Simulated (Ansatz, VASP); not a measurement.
## Two plane-wave programs on YPtC2N2

```
Y Pt C N
1.0
    -3.45444    4.66099    0.04063
    -3.43877   -4.65054    0.04114
     3.06240   -0.00582    6.11614
Y Pt C N
2 2 4 4
Direct
  0.75004 0.74999 0.25002
  0.24999 0.25003 0.75002
  0.44675 0.44662 0.44938
  0.05320 0.05334 0.05059
  0.23166 0.82334 0.01663
  0.67724 0.26879 0.48356
  0.82271 0.23117 0.01639
  0.26837 0.67668 0.48340
  0.34104 0.67631 0.99208
  0.82458 0.15982 0.50822
  0.67538 0.34016 0.99175
  0.15904 0.82376 0.50798
```

Change from the starting cell: cell x2, atoms moved at random (sigma 0.15 Å) and cell strained at random (1.5 %), then relaxed without symmetry.

Alike in both runs: functional PBE; k mesh 4 × 4 × 4; occupations gaussian, width 0.2 eV; no spin polarisation.

Ansatz relaxed the structure, and its values are those at the end. VASP's run is a single point on that final structure, the one shown.

|  | VASP | Ansatz |
| --- | --- | --- |
| version | VASP 6.6.1 | Ansatz 0.2.0 |
| potentials or method | VASP PAW PBE potentials, release 64 (Y_sv, Pt_sv_GW, C, N), cutoff 700 eV | scalar-relativistic, plane waves, PAW |
| valence electrons in the cell | 94 | 94 |

|  | VASP | Ansatz | Ansatz less VASP |
| --- | --- | --- | --- |
| gap on the k mesh at the Fermi level (eV) | none | none | - |
| pressure (GPa) | 0.1 | 0.0 | -0.06 |
| rms of the force components (eV/Å) | 0.113 | 0.001 | -0.1117 |

A gap of «none» marks a metal or a gap that the smearing closes. With one functional, cell and mesh, what is left measures potentials, basis and numerics.

Neither program's run includes spin-orbit coupling. Noted on VASP's run: the standard files for N, O and F lose accuracy on very short bonds.
